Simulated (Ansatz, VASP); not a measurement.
Given: the input of a run of Ansatz 0.2.0 on Na.

Contents of input.yaml:

```yaml
crystal:
  lattice:
    - [3.1751973577, -1.8440915732, 0.0]
    - [3.1751973577, 1.8440915732, 0.0]
    - [-2.159857759, 0.0, 9.3019979158]
  atoms:
    - { symbol: Na, position: [0.777585, 0.777585, 0.333324] }
    - { symbol: Na, position: [0.222415, 0.222415, 0.666676] }
    - { symbol: Na, position: [0.0, 0.0, 0.0] }
hamiltonian:
  xc: pbe
  pseudopotentials: { kind: paw }
kpoints:
  mp_grid: { grid: [8, 8, 3] }
scf:
  occupations: { method: fermi_dirac, width: 0.05 }
output:
  forces: true
  stress: true
  eigenvalues: true
```

Potentials or basis: Ansatz PAW.

Run with:

```bash
$ ansatz run input.yaml --threads 2 --pin off --max-ram 5120MiB --backend cpu --events-out ev --progress --plain --runs-dir out
```

Question: Translate it to VASP 6.6.1. Potentials there: VASP PAW PBE potentials, release 64 (Na_pv).

Answer: As run (the cutoff follows the program's own potentials):

File INCAR:

```
SYSTEM = Na
ALGO = Fast ; EDIFF = 1E-6
ENCUT = 520 ; GGA = PE
ISIF = 2 ; ISMEAR = -1
LASPH = .True. ; LCHARG = .False.
LREAL = .False. ; LWAVE = .False.
NBANDS = 18 ; NELM = 100
PREC = Accurate ; SIGMA = 0.05
```

Contents of KPOINTS:

```
k-points
0
Gamma
  8 8 3
  0 0 0
```

The input POSCAR:

```
Na
1.0
    3.1751973577     -1.8440915732      0.0000000000
    3.1751973577      1.8440915732      0.0000000000
   -2.1598577590      0.0000000000      9.3019979158
Na
3
Direct
    0.7775850000      0.7775850000      0.3333240000
    0.2224150000      0.2224150000      0.6666760000
    0.0000000000      0.0000000000      0.0000000000
```

Potentials or basis: VASP PAW PBE potentials, release 64 (Na_pv).

Command:

```sh
$ cat potpaw_PBE.64/Na_pv/POTCAR > POTCAR
$ mpirun -np 1 vasp_std > vasp.out
```

Both were run:

|  | VASP | Ansatz | Ansatz less VASP |
| --- | --- | --- | --- |
| gap on the k mesh at the Fermi level (eV) | none | none | - |
| pressure (GPa) | 0.2 | 0.2 | +0.01 |
| traceless stress, the component that is largest in VASP (GPa) | -0.38 | -0.38 | -0.001 |

A gap of «none» marks a metal or a gap that the smearing closes. The functional is the same, so the differences come from potentials, cutoffs and numerics. VASP's potentials hold 21 valence electrons a cell and Ansatz's 27, so a difference there can come from the potentials and not from the codes.
